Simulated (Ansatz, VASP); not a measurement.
**Co in VASP and in Ansatz**

```
CELL_PARAMETERS angstrom
2.47056 0.00000 0.00000
-1.23528 2.13957 0.00000
0.00000 0.00000 8.08823
ATOMIC_POSITIONS crystal
Co 0.66667 0.33333 0.75000
Co 0.00000 0.00000 0.50000
Co 0.33333 0.66667 0.25000
Co 0.00000 0.00000 0.00000
```

Alike in both runs: task single point; functional PBE; dispersion D4; k mesh 12 × 12 × 4; occupations fermi-dirac, width 0.05 eV; collinear spin.

```csv
,VASP,Ansatz
version,VASP 6.6.1,Ansatz 0.2.0
potentials or method,"VASP PAW PBE potentials, release 64 (Co)",Ansatz PAW
plane-wave cutoff (eV),520,420
valence electrons in the cell,36,68
```

|  | VASP | Ansatz | Ansatz less VASP |
| --- | --- | --- | --- |
| gap on the k mesh at the Fermi level (eV) | none | none | - |
| pressure (GPa) | -2.3 | -1.4 | +0.89 |
| traceless stress, the component that is largest in VASP (GPa) | -2.55 | -2.62 | -0.062 |
| net moment per atom (μB) | 1.64 | 1.65 | +0.011 |
| size of the moment on the site where the two differ most (μB) | 1.67 | 1.73 | +0.066 |

Site moments also hang on the region over which each program counts them. A gap of «none» marks a metal or a gap that the smearing closes. VASP's potentials hold 36 valence electrons a cell and Ansatz's 68, so a difference there can come from the potentials and not from the codes.
